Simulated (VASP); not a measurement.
Input of a VASP 6.6.1 run:

File INCAR:

```
SYSTEM = PbO2
ALGO = Normal ; EDIFF = 1E-6
EDIFFG = -0.01 ; ENCUT = 600
GGA = PE ; IBRION = 2
ISIF = 3 ; ISMEAR = -1
LASPH = .TRUE. ; LCHARG = .FALSE.
LREAL = .FALSE. ; LWAVE = .FALSE.
NELM = 100 ; NSW = 80
PREC = Accurate ; PSTRESS = 600.0
SIGMA = 0.02
```

Contents of KPOINTS:

```
k-points
0
G
  8 8 5
  0 0 0
```

File POSCAR:

```
PbO2
1.0
    3.0400000000      0.0000000000      0.0000000000
   -1.5200000000      2.6327172275      0.0000000000
    0.0000000000      0.0000000000      4.8640000000
Pb O
1 2
Direct
    0.0000000000      0.0000000000      0.0000000000
    0.3333333333      0.6666666667      0.2500000000
    0.6666666667      0.3333333333      0.7500000000
```

Potentials or basis: VASP PAW PBE potentials, release 64 (Pb_d, O).

The run is started by

```bash
$ cat potpaw_PBE.64/Pb_d/POTCAR potpaw_PBE.64/O/POTCAR > POTCAR
$ mpirun -np 1 vasp_std > vasp.out
```

**Question.** Predict the relaxed volume.

**Answer.** 10.09 Å³/atom.

**Question.** What does it give for the band gap on the k mesh?

**Answer.** Zero (band 13 reaches 9.63 eV, above the bottom of band 14 at 9.15 eV).

**Question.** What does it give for the space group after relaxing (to 0.05 Å)?

**Answer.** P-3m1 (No. 164).

**Question.** Predict the relaxed cell.

**Answer.** a = 3.289 Å, b = 3.289 Å, c = 3.229 Å, α = 90.00°, β = 90.00°, γ = 120.00°.

The path:
| step | energy change (eV) | largest force (eV/Å) | pressure (GPa) | volume (Å³) |
| --- | --- | --- | --- | --- |
| 1 | 0.0000 | 0.4842 | 35.18 | 38.93 |
| 2 | 4.0271 | 6.2264 | 158.21 | 28.38 |
| 3 | 1.3002 | 3.0584 | 79.78 | 33.42 |
| 4 | 0.8982 | 2.2019 | 76.29 | 31.78 |
| 5 | 4.7843 | 0.0228 | 149.50 | 24.47 |
| 6 | 1.3540 | 2.6230 | 90.47 | 29.67 |
| 7 | 2.2194 | 1.4886 | 106.04 | 27.27 |
| 8 | 0.3543 | 0.7188 | 26.03 | 32.69 |
| 9 | 1.0305 | 0.2051 | 62.22 | 29.54 |
| 10 | 1.0543 | 0.2330 | 63.23 | 29.47 |
| 11 | 0.9163 | 0.1438 | 61.94 | 29.71 |
| 12 | 0.7054 | 0.0547 | 59.97 | 30.14 |
| 13 | 0.6752 | 0.0942 | 59.67 | 30.22 |
| 14 | 0.6701 | 0.0998 | 59.62 | 30.24 |
| 15 | 0.6945 | 0.0249 | 60.84 | 30.17 |
| 16 | 0.6896 | 0.0403 | 60.58 | 30.18 |
| 17 | 0.6617 | 0.0057 | 59.94 | 30.26 |

Caveat: the cell is relaxed towards a set pressure, so the enthalpy falls and the energy may rise; the volume moved by over 15 % at a fixed basis, so the end points are rough; spin-orbit coupling is left out, which moves the levels of the heavy elements.
